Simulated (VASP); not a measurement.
BiTe, 2 atoms in the cell. Symmetry: R-3m, No. 166, trigonal system. The conventional cell has a = 4.845 Å, b = 4.845 Å, c = 9.952 Å, α = 90.00°, β = 90.00°, γ = 120.00°. Bi (site symmetry -3m) has 6 Te at 3.25 Å and 6 Bi at 4.34 Å within 4.4 Å. Within 4.4 Å of Te (site symmetry -3m) lie 6 Bi at 3.25 Å and 6 Te at 4.34 Å. 

- Program: VASP 6.6.1
- Task: single point
- Functional: r2SCAN
- Potentials or basis: VASP PAW PBE potentials, release 64 (Bi_d, Te)
- Cutoff: 520 eV
- k mesh: 12 × 12 × 12
- Occupations: fermi-dirac, width 0.1 eV
- Spin: no spin polarisation
- Dipole correction: no
- Further INCAR settings: ALGO = Normal; EDIFF = 1e-06; NBANDS = 18

Potentials or basis: VASP PAW PBE potentials, release 64 (Bi_d, Te).

Command:

```console
$ cat potpaw_PBE.64/Bi_d/POTCAR potpaw_PBE.64/Te/POTCAR > POTCAR
$ cp INCAR.step1 INCAR
$ mpirun -np 1 vasp_std > vasp.out
$ cp INCAR.step2 INCAR
$ mpirun -np 1 vasp_std > vasp.out
```

Hardware: 1 thread of Intel(R) Xeon(R) 6975P-C (Granite Rapids) (shared host).

Question: How long does it take, and how much memory?

Answer: Wall time 2.8 min on 1 thread of Intel(R) Xeon(R) 6975P-C (Granite Rapids) (shared host), peak memory 0.35 GiB. Counts: k points 189.
